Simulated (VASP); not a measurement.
# RbHoBr4 (P4/mmm) in VASP: a series of runs

The runs below take RbHoBr4 through single point, with PBE.

Program: VASP 6.6.1. These are calculated values, not measurements. Logs are shortened: lines on timing, memory, paths and dates and some standing lists are left out, and cuts for length are marked.

## Step 1: The cell of the first run

Symmetry: P4/mmm, No. 123, tetragonal system. Conventional cell: a = 5.373 Å, b = 5.373 Å, c = 8.743 Å, α = 90.00°, β = 90.00°, γ = 90.00°. Rb (site symmetry 4/mmm) has 16 Br at 4.14 to 5.13 Å and 4 Rb at 5.37 Å within 5.4 Å. Within 3.5 Å of Ho (site symmetry 4/mmm) lie 6 Br at 2.69 to 2.73 Å. Br (site symmetry 4mm) has 1 Ho at 2.73 Å and 1 Br at 3.29 Å within 3.6 Å. Within 3.5 Å of Br (site symmetry mmm) lie 2 Ho at 2.69 Å.

## Step 2: Single point, PBE (42.07 Å³/atom)

Contents of INCAR:

```
SYSTEM = RbHoBr4
PREC     = Accurate       ! precision mode
ENCUT    = 500            ! plane-wave cutoff, eV
EDIFF    = 1E-6           ! SCF threshold, eV
ISMEAR   = 0              ! smearing method
SIGMA    = 0.02           ! smearing width, eV
LREAL    = .FALSE.        ! projectors in reciprocal space
LASPH    = .TRUE.         ! aspherical terms in the spheres
NELM     = 200            ! most SCF steps
ALGO     = Normal         ! electronic algorithm
ISIF     = 2              ! what is computed and relaxed
LWAVE    = .FALSE.        ! write WAVECAR
LCHARG   = .FALSE.        ! write CHGCAR
GGA      = PE             ! functional
NBANDS   = 32             ! bands
GGA_COMPAT= .FALSE.      
LMAXMIX  = 6              ! l up to which the mixer works
```

Contents of KPOINTS:

```
Automatic mesh
0
G
  4 4 4
  0 0 0
```

Contents of POSCAR:

```
RbHoBr4
1.0
    5.3732872629      0.0000000000      0.0000000000
    0.0000000000      5.3732872629      0.0000000000
    0.0000000000      0.0000000000      8.7427522929
Rb Ho Br
1 1 4
Direct
    0.0000000000      0.0000000000      0.0000000000
    0.5000000000      0.5000000000      0.5000000000
    0.5000000000      0.5000000000      0.8118546403
    0.5000000000      0.5000000000      0.1881453597
    0.5000000000      0.0000000000      0.5000000000
    0.0000000000      0.5000000000      0.5000000000
```

Potentials or basis: VASP PAW PBE potentials, release 64 (Rb_sv, Ho_3, Br), 4f in core.

On the command line:

```console
$ cat potpaw_PBE.64/Rb_sv/POTCAR potpaw_PBE.64/Ho_3/POTCAR potpaw_PBE.64/Br/POTCAR > POTCAR
$ mpirun -np 1 vasp_std > vasp.out
```

OUTCAR:

```text
SYSTEM = RbHoBr4
   PREC = Accurate
   ENCUT = 500
   EDIFF = 1E-6
   ISMEAR = 0
   LREAL = .FALSE.
   LASPH = .TRUE.
   NELM = 200
   ISIF = 2
   GGA = PE

 ion  position               nearest neighbor table
   1  0.000  0.000  0.000-   3 4.14   4 4.14   3 4.14   4 4.14   3 4.14   4 4.14   3 4.14   4 4.14

   2  0.500  0.500  0.500-   5 2.69   6 2.69   5 2.69   6 2.69   3 2.73   4 2.73
   3  0.500  0.500  0.812-   2 2.73   1 4.14   1 4.14   1 4.14   1 4.14
   4  0.500  0.500  0.188-   2 2.73   1 4.14   1 4.14   1 4.14   1 4.14
   5  0.500  0.000  0.500-   2 2.69   2 2.69
   6  0.000  0.500  0.500-   2 2.69   2 2.69

  LATTYP: Found a simple tetragonal cell.
 ALAT       =     5.3732872629
 C/A-ratio  =     1.6270770322

  Lattice vectors:

 A1 = (   5.3732872629,   0.0000000000,   0.0000000000)
 A2 = (   0.0000000000,   5.3732872629,   0.0000000000)
 A3 = (   0.0000000000,   0.0000000000,   8.7427522929)

Analysis of symmetry for initial positions (statically):
=====================================================================
 Subroutine PRICEL returns:
 Original cell was already a primitive cell.

 Routine SETGRP: Setting up the symmetry group for a
 simple tetragonal supercell.

 Subroutine GETGRP returns: Found 16 space group operations
 (whereof 16 operations were pure point group operations)
 out of a pool of 16 trial point group operations.

The static configuration has the point symmetry D_4h.

Analysis of symmetry for dynamics (positions and initial velocities):
=====================================================================
 Subroutine PRICEL returns:
 Original cell was already a primitive cell.

 Routine SETGRP: Setting up the symmetry group for a
 simple tetragonal supercell.

 Subroutine GETGRP returns: Found 16 space group operations
 (whereof 16 operations were pure point group operations)
 out of a pool of 16 trial point group operations.

The dynamic configuration has the point symmetry D_4h.

 Subroutine INISYM returns: Found 16 space group operations
 (whereof 16 operations are pure point group operations),
 and found     1 'primitive' translations

----------------------------------------------------------------------------------------

                                     Primitive cell

  volume of cell :     252.4226

  direct lattice vectors                    reciprocal lattice vectors
     5.373287263  0.000000000  0.000000000     0.186105814  0.000000000  0.000000000
     0.000000000  5.373287263  0.000000000     0.000000000  0.186105814  0.000000000
     0.000000000  0.000000000  8.742752293     0.000000000  0.000000000  0.114380457

  length of vectors
     5.373287263  5.373287263  8.742752293     0.186105814  0.186105814  0.114380457

  position of ions in fractional coordinates (direct lattice)
     0.000000000  0.000000000  0.000000000
     0.500000000  0.500000000  0.500000000
     0.500000000  0.500000000  0.811854640
     0.500000000  0.500000000  0.188145360
     0.500000000  0.000000000  0.500000000
     0.000000000  0.500000000  0.500000000

  ion indices of the primitive-cell ions
   primitive index   ion index
                 1           1
                 2           2
                 3           3
                 4           4
                 5           5
                 6           6

----------------------------------------------------------------------------------------

 KPOINTS: Automatic mesh

Automatic generation of k-mesh.
 Grid dimensions read from file:
 generate k-points for:    4    4    4

 Generating k-lattice:

  Cartesian coordinates                     Fractional coordinates (reciprocal lattice)
     0.046526454  0.000000000  0.000000000     0.250000000  0.000000000  0.000000000
     0.000000000  0.046526454  0.000000000     0.000000000  0.250000000  0.000000000
     0.000000000  0.000000000  0.028595114     0.000000000  0.000000000  0.250000000

  Length of vectors
     0.046526454  0.046526454  0.028595114

  Shift w.r.t. Gamma in fractional coordinates (k-lattice)
     0.000000000  0.000000000  0.000000000

 Subroutine IBZKPT returns following result:
 ===========================================

 Found     18 irreducible k-points:

 Following reciprocal coordinates:
            Coordinates               Weight
  0.000000  0.000000  0.000000      1.000000
  0.250000  0.000000  0.000000      4.000000
  0.500000  0.000000  0.000000      2.000000
  0.250000  0.250000  0.000000      4.000000
  0.500000  0.250000  0.000000      4.000000
  0.500000  0.500000  0.000000      1.000000
[... 10 lines left out ...]
  0.500000  0.250000  0.500000      4.000000
  0.500000  0.500000  0.500000      1.000000
   k-points           NKPTS =     18   k-points in BZ     NKDIM =     18   number of bands    NBANDS=     32
   number of dos      NEDOS =    301   number of ions     NIONS =      6
   total plane-waves  NPLWV = 102400
   dimension x,y,z NGX =    40 NGY =   40 NGZ =   64
   dimension x,y,z NGXF=    80 NGYF=   80 NGZF=  128
   ions per type =               1   1   4
   NGX,Y,Z   is equivalent  to a cutoff of  12.38, 12.38, 12.17 a.u.
   NGXF,Y,Z  is equivalent  to a cutoff of  24.75, 24.75, 24.34 a.u.
 SYSTEM =  RbHoBr4
   PREC   = accura    normal or accurate (medium, high low for compatibility)
   ISTART =      0    job   : 0-new  1-cont  2-samecut
   ICHARG =      2    charge: 1-file 2-atom 10-const
   ISPIN  =      1    spin polarized calculation?
   LNONCOLLINEAR =      F non collinear calculations
   LSORBIT =      F    spin-orbit coupling
   LASPH  =      T    aspherical Exc in radial PAW
   ENCUT  =  500.0 eV  36.75 Ry    6.06 a.u.   9.80  9.80 15.94*2*pi/ulx,y,z
   NELM   =    200;   NELMIN=  2; NELMDL= -5     # of ELM steps
   EDIFF  = 0.1E-05   stopping-criterion for ELM
   LREAL  =      F    real-space projection
[... 7 lines left out ...]
   TEBEG  =    0.0;   TEEND  =   0.0 temperature during run
   PSTRESS=    0.0 pullay stress
   NELECT =      46.0000    total number of electrons
   NUPDOWN=      -1.0000    fix difference up-down
   EMIN   =  10.00;   EMAX   =-10.00  energy-range for DOS
   EFERMI =   0.00;   METHOD = LEGACY
   ISMEAR =     0;   SIGMA  =   0.02  broadening in eV -4-tet -1-fermi 0-gaus
   EFERMI_NEDOS =   21; number of points for ismear=-14 and -15
   IALGO  =     38    algorithm
   IMIX   =      4    mixing-type and parameters
     AMIX     =   0.40;   BMIX     =  1.00
     AMIX_MAG =   1.60;   BMIX_MAG =  1.00
  volume/ion in A,a.u.               =      42.07       283.91
  Fermi-wavevector in a.u.,A,eV,Ry     =   0.928150  1.753949 11.720899  0.861462
  Thomas-Fermi vector in A             =   2.054295
   LORBIT       =      0    0 simple, 1 ext, 2 COOP (PROOUT), +10 PAW based schemes
   GGA     = PE    functional components
   LHFCALC =     F    Hartree Fock is set to
   AEXX    =    0.0000 exact exchange contribution
   IVDW    =     0    specifies the selected vdW correction
   LEPSILON=     F    determine dielectric tensor
   LRPA    =     F    only Hartree local field effects (RPA)
 non-spin polarized calculation
 Gauss-broadening in eV      SIGMA  =   0.02
  energy-cutoff  :      500.00
  volume of cell :      252.42
 maximum number of plane-waves:      6440
 NGX is ok and might be reduce to    40
   NGX = 19   NGY = 19   NGZ = 31

 number of electron      45.9999989 magnetization

 Free energy of the ion-electron system (eV)
  ---------------------------------------------------
  ext. energy  EPLUGINS =         0.00000000
  ---------------------------------------------------
  free energy    TOTEN  =       -22.46348396 eV

  energy without entropy =      -22.46348396  energy(sigma->0) =      -22.46348396

 E-fermi :  -0.8533     XC(G=0):  -6.9772

 val. band max:       -0.9949784496   @ k =   0.0000   0.0000   0.0000
 cond. band min:       1.9003584961   @ k =   0.0000   0.0000   0.0000
 fundamental gap:      2.8953369458
 Fermi energy:        -0.8533084814

 k-point     1 :       0.0000    0.0000    0.0000
  band No.  band energies     occupation
      1     -27.2846      2.00000
      2     -24.0613      2.00000
      3     -24.0613      2.00000
      4     -23.8828      2.00000
      5     -15.1399      2.00000
      6     -14.7927      2.00000
[... 24 lines left out ...]
     31       5.0965      0.00000
     32       5.4474      0.00000

 k-point     2 :       0.2500    0.0000    0.0000
  band No.  band energies     occupation
      1     -27.2844      2.00000
      2     -24.0820      2.00000
      3     -24.0609      2.00000
      4     -23.8824      2.00000
      5     -15.0351      2.00000
      6     -14.7251      2.00000
[... 24 lines left out ...]
     31       5.4599      0.00000
     32       5.7488      0.00000

 k-point     3 :       0.5000    0.0000    0.0000
  band No.  band energies     occupation
      1     -27.2841      2.00000
      2     -24.1026      2.00000
      3     -24.0605      2.00000
      4     -23.8821      2.00000
      5     -14.9700      2.00000
      6     -14.6048      2.00000
[... 24 lines left out ...]
     31       5.3779      0.00000
     32       5.8513      0.00000

 k-point     4 :       0.2500    0.2500    0.0000
  band No.  band energies     occupation
      1     -27.2841      2.00000
      2     -24.0817      2.00000
      3     -24.0816      2.00000
      4     -23.8821      2.00000
      5     -14.8870      2.00000
      6     -14.6975      2.00000
[... 24 lines left out ...]
     31       5.6705      0.00000
     32       5.6794      0.00000

 k-point     5 :       0.5000    0.2500    0.0000
  band No.  band energies     occupation
      1     -27.2839      2.00000
      2     -24.1022      2.00000
      3     -24.0813      2.00000
      4     -23.8817      2.00000
      5     -14.7928      2.00000
      6     -14.6019      2.00000
[... 374 lines left out ...]
     31       5.6997      0.00000
     32       5.8230      0.00000

 k-point    16 :       0.2500    0.2500    0.5000
  band No.  band energies     occupation
      1     -27.2841      2.00000
      2     -24.0817      2.00000
      3     -24.0816      2.00000
      4     -23.8821      2.00000
      5     -14.8833      2.00000
      6     -14.6975      2.00000
[... 24 lines left out ...]
     31       5.6011      0.00000
     32       6.0771      0.00000

 k-point    17 :       0.5000    0.2500    0.5000
  band No.  band energies     occupation
      1     -27.2839      2.00000
      2     -24.1022      2.00000
      3     -24.0813      2.00000
      4     -23.8817      2.00000
      5     -14.7902      2.00000
      6     -14.6019      2.00000
[... 24 lines left out ...]
     31       5.8355      0.00000
     32       5.9906      0.00000

 k-point    18 :       0.5000    0.5000    0.5000
  band No.  band energies     occupation
      1     -27.2837      2.00000
      2     -24.1018      2.00000
      3     -24.1018      2.00000
      4     -23.8814      2.00000
      5     -14.5990      2.00000
      6     -14.5990      2.00000
[... 24 lines left out ...]
     31       6.1950      0.00000
     32       6.6198      0.00000

------------------------ aborting loop because EDIFF is reached ----------------------------------------

  FORCE on cell =-STRESS in cart. coord.  units (eV):
  Direction    XX          YY          ZZ          XY          YZ          ZX
  --------------------------------------------------------------------------------------
  -------------------------------------------------------------------------------------
  Total        3.1428340      3.1428340      3.1565111      0.0000000      0.0000000      0.0000000
  in kB       19.9482006     19.9482006     20.0350122      0.0000000      0.0000000      0.0000000
  external PRESSURE =      19.9771378 kB  Pullay stress =       0.0000000 kB

 VOLUME and BASIS-vectors are now :
 -----------------------------------------------------------------------------
  energy-cutoff  :      500.00
  volume of cell :      252.42
      direct lattice vectors                 reciprocal lattice vectors
     5.373287263  0.000000000  0.000000000     0.186105814  0.000000000  0.000000000
     0.000000000  5.373287263  0.000000000     0.000000000  0.186105814  0.000000000
     0.000000000  0.000000000  8.742752293     0.000000000  0.000000000  0.114380457

 POSITION                                       TOTAL-FORCE (eV/Angst)
 -----------------------------------------------------------------------------------
      0.00000      0.00000      0.00000         0.000000      0.000000      0.000000
      2.68664      2.68664      4.37138         0.000000      0.000000      0.000000
      2.68664      2.68664      7.09784        -0.000000     -0.000000      0.012310
      2.68664      2.68664      1.64491        -0.000000      0.000000     -0.012310
      2.68664      0.00000      4.37138         0.000000      0.000000      0.000000
      0.00000      2.68664      4.37138         0.000000      0.000000      0.000000
 -----------------------------------------------------------------------------------
    total drift:                                0.000000     -0.000000     -0.000000

  FREE ENERGIE OF THE ION-ELECTRON SYSTEM (eV)
  ---------------------------------------------------
  free  energy   TOTEN  =       -22.4634839616 eV

  energy  without entropy=      -22.4634839616  energy(sigma->0) =      -22.46348396
```

It took 1.8 min on 1 thread of Intel Xeon Platinum 8488C (Sapphire Rapids), shared host; peak memory 0.38 GiB.

What came out:

| Property | Result |
| --- | --- |
| Free energy | -22.4635 eV |
| Pressure | 2.0 GPa |
| Largest force | 0.012 eV/Å |
| Band gap on the k mesh | 2.90 eV |

Forces in eV/Å, atoms in the order of the input:
```
Rb   0.000  0.000  0.000
Ho   0.000  0.000  0.000
Br   0.000  0.000  0.012
Br   0.000  0.000 -0.012
Br   0.000  0.000  0.000
Br   0.000  0.000  0.000
```

Levels at points of the mesh, in eV from the valence-band top:
| k point | band 21 | band 22 | band 23 | band 24 | band 25 | band 26 |
| --- | --- | --- | --- | --- | --- | --- |
| (0.00, 0.00, 0.00) | -0.93 | -0.93 | 0.00 | 2.90 | 3.50 | 3.91 |
| (0.50, 0.00, 0.00) | -0.96 | -0.37 | -0.12 | 3.97 | 4.58 | 4.94 |
| (0.50, 0.50, 0.00) | -0.38 | -0.38 | -0.31 | 5.22 | 5.22 | 5.33 |
| (0.00, 0.00, 0.50) | -1.14 | -0.63 | -0.63 | 2.90 | 3.72 | 3.72 |
| (0.50, 0.00, 0.50) | -0.89 | -0.75 | -0.60 | 3.74 | 4.58 | 4.66 |
| (0.50, 0.50, 0.50) | -0.68 | -0.68 | -0.54 | 4.84 | 5.00 | 5.00 |

Caveat: spin-orbit coupling is left out, which moves the levels of the heavy elements; the 4f electrons are frozen in the core, so they carry no moment and show no levels.

## Step 3: Single point, PBE (43.46 Å³/atom)

This run uses another cell than the first one, of 43.46 Å³/atom.

Contents of INCAR:

```
PREC = Accurate ; ENCUT = 500
EDIFF = 1E-6 ; ISMEAR = 0
SIGMA = 0.02 ; LREAL = F
LASPH = T ; NELM = 200
ALGO = Normal ; ISIF = 2
LWAVE = F ; LCHARG = T
GGA = PE ; LELF = T
LVHAR = T ; NBANDS = 32
GGA_COMPAT = F ; LMAXMIX = 6
```

Contents of KPOINTS:

```
Automatic mesh
0
Gamma
  4 4 4
```

Contents of POSCAR:

```
RbHoBr4
1.0
    5.4276705988      0.0000000000      0.0000000000
    0.0000000000      5.4276705988      0.0000000000
    0.0000000000      0.0000000000      8.8509072094
Rb Ho Br
1 1 4
Direct
    0.0000000000      0.0000000000      0.0000000000
    0.5000000000      0.5000000000      0.5000000000
    0.5000000000      0.5000000000      0.8095029572
    0.5000000000      0.5000000000      0.1904970428
    0.5000000000      0.0000000000      0.5000000000
    0.0000000000      0.5000000000      0.5000000000
```

Potentials or basis: VASP PAW PBE potentials, release 64 (Rb_sv, Ho_3, Br), 4f in core.

On the command line:

```console
$ cat potpaw_PBE.64/Rb_sv/POTCAR potpaw_PBE.64/Ho_3/POTCAR potpaw_PBE.64/Br/POTCAR > POTCAR
$ mpirun -np 1 vasp_std > vasp.out
```

Wall time 2 min (1 thread of Intel Xeon Platinum 8488C (Sapphire Rapids), shared host); peak memory 0.4 GiB.

It converged, with:

```
Free energy            : -22.5458 eV
Pressure               : 1.2 GPa
Largest force          : 0.012 eV/Å
Band gap on the k mesh : 3.01 eV
```

Forces on the atoms (eV/Å):
```
Rb   0.000  0.000  0.000
Ho   0.000  0.000  0.000
Br   0.000  0.000  0.012
Br   0.000  0.000 -0.012
Br   0.000  0.000  0.000
Br   0.000  0.000  0.000
```

Levels at points of the mesh, in eV from the valence-band top:
```
           k point  band 19  band 20  band 21  band 22  band 23  band 24  band 25  band 26  band 27  band 28
(0.00, 0.00, 0.00)    -0.92    -0.92    -0.81    -0.81     0.00     3.01     3.56     3.98     3.98     4.77
(0.50, 0.00, 0.00)    -1.16    -0.89    -0.83    -0.28    -0.11     4.03     4.60     4.89     5.22     5.31
(0.50, 0.50, 0.00)    -1.16    -0.44    -0.31    -0.29    -0.29     5.22     5.22     5.37     5.60     6.10
(0.00, 0.00, 0.50)    -1.17    -1.02    -1.02    -0.53    -0.53     3.01     3.81     3.81     4.11     4.76
(0.50, 0.00, 0.50)    -1.18    -1.16    -0.78    -0.61    -0.51     3.83     4.60     4.67     4.89     5.74
(0.50, 0.50, 0.50)    -0.85    -0.85    -0.55    -0.55    -0.44     4.93     5.01     5.01     5.60     6.59
```

Caveat: spin-orbit coupling is left out, which moves the levels of the heavy elements; the 4f electrons are frozen in the core, so they carry no moment and show no levels. Spin polarisation is off, so any magnetic state and its effect on volume and gap are missing.

(Continued in part 2 of 2.)
